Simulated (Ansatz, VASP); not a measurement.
## Two plane-wave programs on Hg

```
CELL_PARAMETERS angstrom
5.63515 0.00000 0.09925
0.00000 5.57764 0.00000
-2.62885 0.00000 4.67015
ATOMIC_POSITIONS crystal
Hg 0.00000 0.50000 0.50000
Hg 0.00000 0.00000 0.00000
Hg 0.33333 0.99999 0.66667
Hg 0.66667 0.49999 0.83333
Hg 0.66667 0.00001 0.33333
Hg 0.33333 0.50001 0.16667
```

Alike in both runs: task single point; functional PBE; k mesh 4 × 4 × 4; occupations fermi-dirac, width 0.05 eV; no spin polarisation.

|  | VASP | Ansatz |
| --- | --- | --- |
| version | VASP 6.6.1 | Ansatz 0.2.0 |
| potentials or method | VASP PAW PBE potentials, release 64 (Hg) | plane waves |
| plane-wave cutoff (eV) | 520 | 420 |
| valence electrons in the cell | 72 | 120 |

VASP gave:

* pressure (GPa): 3.6
* traceless stress, the component that is largest in VASP (GPa): -1.09

Task: Estimate Ansatz's values.

Result: Pressure (GPa): 3.3; traceless stress, the component that is largest in VASP (GPa): -1.03.

VASP's potentials hold 72 valence electrons a cell and Ansatz's 120, so a difference there can come from the potentials and not from the codes. Ansatz's warnings: structure snapped to symmetry.

Spin-orbit coupling is off throughout.
